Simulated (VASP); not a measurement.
# Si16C (a cell with a defect) in VASP: single point with PBEsol

Aim: the single point of Si16C (a cell with a defect) with PBEsol.

All numbers are computed with VASP 6.6.1; they aren't measurements. Logs are shortened: lines on timing, memory, paths and dates and some standing lists are left out, and cuts for length are marked.

### Step 1. The cell of the first run

The cell holds a defect, 17 atoms: a = 7.679 Å, b = 7.679 Å, c = 7.679 Å, α = 60.00°, β = 60.00°, γ = 60.00°.

### Step 2. Single point, PBEsol, collinear spin

Contents of INCAR:

```
PREC     = Accurate       # precision mode
ENCUT    = 520            # plane-wave cutoff, eV
EDIFF    = 1E-7           # SCF threshold, eV
ISMEAR   = -1             # smearing method
SIGMA    = 0.02           # smearing width, eV
LREAL    = Auto         
LASPH    = True           # aspherical terms in the spheres
NELM     = 150            # most SCF steps
ALGO     = Normal         # electronic algorithm
ISIF     = 2              # what is computed and relaxed
LWAVE    = False          # write WAVECAR
LCHARG   = False          # write CHGCAR
ISPIN    = 2              # spin polarisation
MAGMOM   = 0 0 0 0 0 0 0 0 0 0 0 0 0 0 0 0 1 # initial moments
LORBIT   = 11             # projections on sites
GGA      = PS             # functional
NBANDS   = 52             # bands
```

Contents of KPOINTS:

```
regular mesh
0
Gamma
  2 2 2
```

Contents of POSCAR:

```
Si16C
1.0
    0.0000000000      5.4300000000      5.4300000000
    5.4300000000      0.0000000000      5.4300000000
    5.4300000000      5.4300000000      0.0000000000
Si C
16 1
Direct
   -0.0119863575     -0.0117354805     -0.0072776324
    0.1512207005      0.1513594437      0.0310412660
    0.0647333673      0.0646660064      0.3903766024
    0.1251067853      0.1252896869      0.6168932273
   -0.0194939643      0.5044379902      0.0175508053
    0.1174849052      0.6163752399      0.1422756950
   -0.0187091472      0.4938435446      0.5160122133
    0.0798752963      0.6313495422      0.6488962599
    0.5044385414     -0.0192523961      0.0171648194
    0.6160896320      0.1174549930      0.1424073484
    0.4937122590     -0.0187089202      0.5161716277
    0.6316436949      0.0799454254      0.6485302583
    0.4909251301      0.4909410319      0.0104885702
    0.6066157688      0.6068029248      0.1534691912
    0.4739816796      0.4740805723      0.5293598237
    0.6080518552      0.6079955332      0.6361917515
    0.9017161532      0.9015358623      0.5492119730
```

Potentials or basis: VASP PAW PBE potentials, release 64 (Si, C).

Command:

```
$ cat potpaw_PBE.64/Si/POTCAR potpaw_PBE.64/C/POTCAR > POTCAR
$ mpirun -np 1 vasp_std > vasp.out
```

OUTCAR:

```text
PREC = Accurate
   ENCUT = 520
   EDIFF = 1E-7
   ISMEAR = -1
   LREAL = Auto
   LASPH = True
   NELM = 150
   ISIF = 2
   ISPIN = 2
   LORBIT = 11
   GGA = PS

 ion  position               nearest neighbor table
   1  0.988  0.988  0.993-   6 2.34  10 2.34   2 2.35   4 2.36
   2  0.151  0.151  0.031-   3 2.30   5 2.32   9 2.32   1 2.35
   3  0.065  0.065  0.390-  17 1.77   2 2.30   4 2.30  12 2.87   8 2.87
   4  0.125  0.125  0.617-   3 2.30   7 2.32  11 2.32   1 2.36
   5  0.981  0.504  0.018-   8 2.32   2 2.32   6 2.34  14 2.35
   6  0.117  0.616  0.142-   1 2.34  13 2.34   5 2.34   7 2.34
   7  0.981  0.494  0.516-   4 2.32   8 2.32  16 2.34   6 2.34
   8  0.080  0.631  0.649-  17 1.84   5 2.32   7 2.32  15 2.48   3 2.87
   9  0.504  0.981  0.017-  12 2.32   2 2.32  10 2.34  14 2.35
  10  0.616  0.117  0.142-   1 2.34  13 2.34   9 2.34  11 2.34
  11  0.494  0.981  0.516-   4 2.32  12 2.32  16 2.34  10 2.34
  12  0.632  0.080  0.649-  17 1.84   9 2.32  11 2.32  15 2.48   3 2.87
  13  0.491  0.491  0.010-   6 2.34  10 2.34  16 2.35  14 2.35
  14  0.607  0.607  0.153-   5 2.35   9 2.35  13 2.35  15 2.36
  15  0.474  0.474  0.529-  16 2.35  14 2.36   8 2.48  12 2.48
  16  0.608  0.608  0.636-   7 2.34  11 2.34  13 2.35  15 2.35
  17  0.902  0.902  0.549-   3 1.77  12 1.84   8 1.84

  LATTYP: Found a face centered cubic cell.
 ALAT       =    10.8600000000

  Lattice vectors:

 A1 = (   0.0000000000,   5.4300000000,   5.4300000000)
 A2 = (   5.4300000000,   0.0000000000,   5.4300000000)
 A3 = (   5.4300000000,   5.4300000000,   0.0000000000)

Analysis of symmetry for initial positions (statically):
=====================================================================
 Subroutine PRICEL returns:
 Original cell was already a primitive cell.

 Routine SETGRP: Setting up the symmetry group for a
 face centered cubic supercell.

 Subroutine GETGRP returns: Found  1 space group operations
 (whereof  1 operations were pure point group operations)
 out of a pool of 48 trial point group operations.

The static configuration has the point symmetry C_1 .

Analysis of symmetry for dynamics (positions and initial velocities):
=====================================================================
 Subroutine PRICEL returns:
 Original cell was already a primitive cell.

 Routine SETGRP: Setting up the symmetry group for a
 face centered cubic supercell.

 Subroutine GETGRP returns: Found  1 space group operations
 (whereof  1 operations were pure point group operations)
 out of a pool of 48 trial point group operations.

The dynamic configuration has the point symmetry C_1 .

Analysis of structural, dynamic, and magnetic symmetry:
=====================================================================
 Subroutine PRICEL returns:
 Original cell was already a primitive cell.

[... 170 lines left out ...]
 E-fermi :   6.2252     XC(G=0):  -9.7069

 val. band max:        6.1708766137   @ k =   0.5000   0.5000   0.5000
 cond. band min:       6.2703966232   @ k =   0.0000   0.0000   0.0000
 fundamental gap:      0.0995200095
 Fermi energy:         6.2251810074

 spin component 1

 k-point     1 :       0.0000    0.0000    0.0000
  band No.  band energies     occupation
      1      -7.0646      1.00000
      2      -5.3643      1.00000
      3      -3.8946      1.00000
      4      -3.8846      1.00000
      5      -3.7474      1.00000
      6      -2.9765      1.00000
[... 381 lines left out ...]
     45      10.0110      0.00000
     46      10.0456      0.00000
 Fermi energy:         6.2251810074

 spin component 2

 k-point     1 :       0.0000    0.0000    0.0000
  band No.  band energies     occupation
      1      -7.0646      1.00000
      2      -5.3643      1.00000
      3      -3.8946      1.00000
      4      -3.8846      1.00000
      5      -3.7474      1.00000
      6      -2.9765      1.00000
[... 381 lines left out ...]
     45      10.0110      0.00000
     46      10.0456      0.00000
 [bands above 46 left out]

------------------------ aborting loop because EDIFF is reached ----------------------------------------

  FORCE on cell =-STRESS in cart. coord.  units (eV):
  Direction    XX          YY          ZZ          XY          YZ          ZX
  --------------------------------------------------------------------------------------
  -------------------------------------------------------------------------------------
  Total        1.2542233      1.2493086      8.5709446      1.4668227      0.0631028      0.0600524
  in kB        6.2756104      6.2510191     42.8854317      7.3393689      0.3157400      0.3004772
  external PRESSURE =      18.4706871 kB  Pullay stress =       0.0000000 kB

 VOLUME and BASIS-vectors are now :
 -----------------------------------------------------------------------------
  energy-cutoff  :      520.00
  volume of cell :      320.21
      direct lattice vectors                 reciprocal lattice vectors
     0.000000000  5.430000000  5.430000000    -0.092081031  0.092081031  0.092081031
     5.430000000  0.000000000  5.430000000     0.092081031 -0.092081031  0.092081031
     5.430000000  5.430000000  0.000000000     0.092081031  0.092081031 -0.092081031

 POSITION                                       TOTAL-FORCE (eV/Angst)
 -----------------------------------------------------------------------------------
     10.75676     10.75540     10.73119        -0.014212     -0.015897     -0.013887
      0.99044      0.98968      1.64301         0.011586      0.015320      0.033111
      2.47088      2.47125      0.70264        -0.023289     -0.022825      0.051089
      4.03005      4.02906      1.35965         0.009493      0.014305      0.025790
      2.83440      5.41945      8.06325        -0.007820      0.011293     -0.015678
      4.11947      1.41050      3.98486        -0.004106     -0.009993      0.008344
[... 9 lines left out ...]
      6.75594      6.75624      6.60314        -0.015086     -0.019751     -0.007799
      7.87756      7.87854      9.79166         0.023754      0.030689     -0.062042
 -----------------------------------------------------------------------------------
    total drift:                               -0.006624     -0.007570      0.005097

  FREE ENERGIE OF THE ION-ELECTRON SYSTEM (eV)
  ---------------------------------------------------
  free  energy   TOTEN  =       -96.8677944289 eV

  energy  without entropy=      -96.8643329788  energy(sigma->0) =      -96.86606370

 total charge

# of ion       s       p       d       tot
------------------------------------------
    1        0.743   0.937   0.000   1.680
    2        0.758   0.953   0.000   1.711
    3        0.792   0.906   0.000   1.698
    4        0.755   0.955   0.000   1.710
    5        0.750   0.948   0.000   1.697
    6        0.743   0.951   0.000   1.694
[... 9 lines left out ...]
   16        0.740   0.956   0.000   1.696
   17        0.879   1.588   0.000   2.467
--------------------------------------------------
tot         12.895  16.616   0.000  29.511

 magnetization (x)

# of ion       s       p       d       tot
------------------------------------------
    1        0.000  -0.000   0.000  -0.000
    2        0.000   0.000   0.000   0.000
    3        0.000   0.000   0.000   0.000
    4        0.000   0.000   0.000   0.000
    5       -0.000  -0.000   0.000  -0.000
    6        0.000   0.000   0.000   0.000
[... 9 lines left out ...]
   16       -0.000  -0.000   0.000  -0.000
   17        0.000   0.000   0.000   0.000
--------------------------------------------------
tot          0.000   0.000   0.000   0.000
```

Run time: 8.1 min. Hardware: 1 thread of Intel Xeon Platinum 8259CL at 2.50GHz (Skylake/Cascade Lake), shared host; peak memory 0.7 GiB.

Results:

```
Free energy                                           : -96.8678 eV
Pressure                                              : 1.8 GPa
Largest force                                         : 0.073 eV/Å
Band gap on the k mesh                                : zero (filled and empty bands overlap)
Net moment                                            : 0.00 μB per cell
Valence electrons inside the program's atomic spheres : Si 1.68, 1.71, 1.70, 1.69, 1.67, 1.65 (each value once); C 2.47
```

Forces on the atoms (eV/Å):
```
Si  -0.014 -0.016 -0.014
Si   0.012  0.015  0.033
Si  -0.023 -0.023  0.051
Si   0.009  0.014  0.026
Si  -0.008  0.011 -0.016
Si  -0.004 -0.010  0.008
Si  -0.010  0.004 -0.017
Si   0.019 -0.028  0.018
Si   0.012 -0.007 -0.021
Si  -0.008 -0.003  0.013
Si   0.001 -0.015 -0.020
Si  -0.021  0.017  0.013
Si   0.011  0.013  0.018
Si   0.011  0.008 -0.029
Si   0.005  0.007  0.007
Si  -0.015 -0.020 -0.008
C    0.024  0.031 -0.062
```

Stress tensor (GPa, compression positive):
```
0.63 0.73 0.03
0.73 0.63 0.03
0.03 0.03 4.29
```

Levels at points of the mesh, in eV from the Fermi level:
Spin up:
| k point | band 31 | band 32 | band 33 | band 34 | band 35 | band 36 | band 37 | band 38 |
| --- | --- | --- | --- | --- | --- | --- | --- | --- |
| (0.00, 0.00, 0.00) | -1.13 | -0.71 | -0.50 | -0.44 | -0.43 | 0.05 | 0.32 | 0.51 |
| (0.50, 0.00, 0.00) | -1.32 | -1.19 | -0.92 | -0.16 | 0.66 | 0.73 | 1.02 | 1.07 |
| (0.00, 0.50, 0.00) | -1.32 | -1.19 | -0.92 | -0.16 | 0.66 | 0.73 | 1.02 | 1.07 |
| (0.00, 0.00, 0.50) | -1.22 | -1.21 | -0.93 | -0.07 | 0.55 | 0.62 | 0.98 | 1.09 |
| (0.50, 0.50, 0.50) | -1.12 | -1.12 | -1.04 | -0.05 | 0.48 | 0.73 | 0.92 | 1.06 |
| (0.50, 0.50, 0.00) | -1.70 | -1.63 | -1.08 | 0.26 | 0.55 | 1.05 | 1.42 | 1.69 |
| (0.00, 0.50, 0.50) | -1.73 | -1.60 | -0.99 | -0.78 | 0.83 | 1.17 | 1.38 | 1.87 |
| (0.50, 0.00, 0.50) | -1.73 | -1.60 | -0.99 | -0.78 | 0.82 | 1.17 | 1.38 | 1.87 |
Spin down:
```
           k point  band 31  band 32  band 33  band 34  band 35  band 36  band 37  band 38
(0.00, 0.00, 0.00)    -1.13    -0.71    -0.50    -0.44    -0.43     0.05     0.32     0.51
(0.50, 0.00, 0.00)    -1.32    -1.19    -0.92    -0.16     0.66     0.73     1.02     1.07
(0.00, 0.50, 0.00)    -1.32    -1.19    -0.92    -0.16     0.66     0.73     1.02     1.07
(0.00, 0.00, 0.50)    -1.22    -1.21    -0.93    -0.07     0.55     0.62     0.98     1.09
(0.50, 0.50, 0.50)    -1.12    -1.12    -1.04    -0.05     0.48     0.73     0.92     1.06
(0.50, 0.50, 0.00)    -1.70    -1.63    -1.08     0.26     0.55     1.05     1.42     1.69
(0.00, 0.50, 0.50)    -1.73    -1.60    -0.99    -0.78     0.83     1.17     1.38     1.87
(0.50, 0.00, 0.50)    -1.73    -1.60    -0.99    -0.78     0.82     1.17     1.38     1.87
```

Caveat: the k points lie up to 0.50 Å⁻¹ apart, too coarse for converged energies and pressures of a metal; the PAW data sets were made with another functional, which shifts forces and pressure a little.
